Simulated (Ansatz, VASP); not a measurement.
Two plane-wave programs on Li2ZnGeSe4

The input POSCAR:

```
Li2ZnGeSe4
1.0
   -2.7238227867      2.7238227867      5.8291134293
    2.7238227867     -2.7238227867      5.8291134293
    2.7238227867      2.7238227867     -5.8291134293
Li Zn Ge Se
2 1 1 4
Direct
    0.7500000000      0.2500000000      0.5000000000
    0.2500000000      0.7500000000      0.5000000000
    0.0000000000      0.0000000000      0.0000000000
    0.5000000000      0.5000000000      0.0000000000
    0.8611687076      0.8611687076      0.4832628971
    0.1388312924      0.6220941894      0.0000000000
    0.6220941894      0.1388312924      0.0000000000
    0.3779058106      0.3779058106      0.5167371029
```

File INCAR.step1:

```
SYSTEM = Li2ZnGeSe4
ALGO = Normal ; EDIFF = 1E-4
ENCUT = 520 ; GGA = PE
ISMEAR = 0 ; LASPH = .True.
LCHARG = .False. ; LREAL = .False.
LWAVE = .True. ; NBANDS = 38
NELM = 100 ; PREC = Accurate
SIGMA = 0.01
```

INCAR.step2

```
SYSTEM = Li2ZnGeSe4
ALGO = Normal ; EDIFF = 1E-6
ENCUT = 520 ; ISIF = 2
ISMEAR = 0 ; ISTART = 1
LASPH = .True. ; LCHARG = .False.
LMIXTAU = .True. ; LREAL = .False.
LWAVE = .False. ; METAGGA = R2SCAN
NBANDS = 38 ; NELM = 100
PREC = Accurate ; SIGMA = 0.01
```

File KPOINTS:

```
k-points
0
Gamma
  6 6 6
  0 0 0
```

Input for Ansatz:

```yaml
crystal:
  lattice:
    - [-2.7238227867, 2.7238227867, 5.8291134293]
    - [2.7238227867, -2.7238227867, 5.8291134293]
    - [2.7238227867, 2.7238227867, -5.8291134293]
  atoms:
    - { symbol: Li, position: [0.75, 0.25, 0.5] }
    - { symbol: Li, position: [0.25, 0.75, 0.5] }
    - { symbol: Zn, position: [0.0, 0.0, 0.0] }
    - { symbol: Ge, position: [0.5, 0.5, 0.0] }
    - { symbol: Se, position: [0.8611687076, 0.8611687076, 0.4832628971] }
    - { symbol: Se, position: [0.1388312924, 0.6220941894, 0.0] }
    - { symbol: Se, position: [0.6220941894, 0.1388312924, 0.0] }
    - { symbol: Se, position: [0.3779058106, 0.3779058106, 0.5167371029] }
kpoints:
  mp_grid: { grid: [6, 6, 6] }
hamiltonian:
  xc: r2scan
scf:
  occupations: { method: fixed }
  n_extra_bands: 6
output:
  forces: true
  stress: true
  eigenvalues: true
```

Alike in both runs: task single point; functional r2SCAN; k mesh 6 × 6 × 6; no spin polarisation.

|  | VASP | Ansatz |
| --- | --- | --- |
| version | VASP 6.6.1 | Ansatz 0.2.0 |
| potentials or method | VASP PAW PBE potentials, release 64 (Li_sv, Zn, Ge_d, Se) | plane waves, PAW |
| plane-wave cutoff (eV) | 520 | 500 |
| occupations | gaussian, width 0.01 eV | fixed |
| valence electrons in the cell | 56 | 96 |

VASP gave:

- gap on the k mesh at the Fermi level (eV): 1.92
- rms of the force components (eV/Å): 0.168

Question: Which values does Ansatz return?

Answer: gap on the k mesh at the Fermi level (eV): 1.93; rms of the force components (eV/Å): 0.162.

VASP's potentials were made for PBE, not for r2SCAN. Atom by atom the forces differ by 0.006 eV/Å (rms over components). VASP's potentials hold 56 valence electrons a cell and Ansatz's 96, so a difference there can come from the potentials and not from the codes.

Noted on VASP's run: the cutoff is under 1.25 times that of the potentials, so the pressure is a little rough.
